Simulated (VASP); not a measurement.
Set up this calculation in VASP 6.6.1, as the native input.

| Item | Value |
| --- | --- |
| Task | single point |
| Functional | r2SCAN |
| Potentials or basis | VASP PAW PBE potentials, release 64 (Ta_pv, N) |
| Cutoff | 520 eV |
| k mesh | 10 × 10 × 6 |
| Occupations | fermi-dirac, width 0.05 eV |
| Spin | no spin polarisation |
| Dipole correction | no |
| Further INCAR settings | ALGO = Normal; EDIFF = 1e-06; NBANDS = 20 |

The system is Ta2N.

```
Ta N
1.0
     3.03610    0.00000    0.00000
    -1.51805    2.62934    0.00000
     0.00000    0.00000    4.85827
Ta N
2 1
Direct
  0.33333 0.66667 0.25850
  0.66667 0.33333 0.74150
  0.00000 0.00000 0.00000
```

The input as run:

POSCAR

```
Ta2N
1.0
    3.0361029089      0.0000000000      0.0000000000
   -1.5180514544      2.6293422476      0.0000000000
    0.0000000000      0.0000000000      4.8582692269
Ta N
2 1
Direct
    0.3333333333      0.6666666667      0.2584972435
    0.6666666667      0.3333333333      0.7415027565
    0.0000000000      0.0000000000      0.0000000000
```

INCAR.step1

```
SYSTEM = Ta2N
PREC = Accurate ; ENCUT = 520
ISMEAR = -1 ; SIGMA = 0.05
LREAL = .FALSE. ; LASPH = .TRUE.
NELM = 100 ; NBANDS = 20
GGA = PE ; ALGO = Normal
EDIFF = 1E-4 ; LWAVE = .TRUE.
LCHARG = .FALSE.
```

INCAR.step2

```
SYSTEM = Ta2N
PREC = Accurate ; ENCUT = 520
EDIFF = 1E-6 ; ISMEAR = -1
SIGMA = 0.05 ; LREAL = .FALSE.
LASPH = .TRUE. ; NELM = 100
ALGO = Normal ; ISIF = 2
LWAVE = .FALSE. ; LCHARG = .FALSE.
METAGGA = R2SCAN ; LMIXTAU = .TRUE.
NBANDS = 20 ; ISTART = 1
```

KPOINTS

```
Automatic mesh
0
G
  10 10 6
  0 0 0
```

Potentials or basis: VASP PAW PBE potentials, release 64 (Ta_pv, N).

Launch:

```bash
$ cat potpaw_PBE.64/Ta_pv/POTCAR potpaw_PBE.64/N/POTCAR > POTCAR
$ cp INCAR.step1 INCAR
$ mpirun -np 1 vasp_std > vasp.out
$ cp INCAR.step2 INCAR
$ mpirun -np 1 vasp_std > vasp.out
```

It gave:

```yaml
Pressure: 11.2 GPa
Largest_force: 0.082 eV/Å
Band_gap_on_the_k_mesh: zero (an odd number of electrons rules out a gap without spin polarisation)
```

Caveat: the cell stands under pressure; the PAW data sets were made with another functional, which shifts forces and pressure a little; spin-orbit coupling is left out, which moves the levels of the heavy elements.

Run time: 3.2 min on 1 thread of Intel Xeon 8259CL, on a shared host, peak memory 0.2 GiB.
